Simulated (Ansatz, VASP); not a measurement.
# Two plane-wave programs on CdSe

```
Cd Se
1.0
     0.00000    3.09848    3.09848
     3.09848    0.00000    3.09848
     3.09848    3.09848    0.00000
Cd Se
1 1
Direct
  0.00000 0.00000 0.00000
  0.75000 0.75000 0.75000
```

Alike in both runs: functional PBE; k mesh 6 × 6 × 6; no spin polarisation.

Ansatz relaxed the structure, and its values are those at the end. VASP's run is a single point on that final structure, the one shown.

|  | VASP | Ansatz |
| --- | --- | --- |
| version | VASP 6.6.1 | Ansatz 0.2.0 |
| potentials or method | VASP PAW PBE potentials, release 64 (Cd, Se), cutoff 520 eV | plane waves, PAW |
| occupations | gaussian, width 0.01 eV | fixed |
| valence electrons in the cell | 18 | 36 |

VASP gave:

- pressure (GPa): 0.2

What did Ansatz give for the same quantities?

Pressure (GPa): 0.0.

VASP's potentials hold 18 valence electrons a cell and Ansatz's 36, so a difference there can come from the potentials and not from the codes. Ansatz's warnings: stress scf threshold loose.
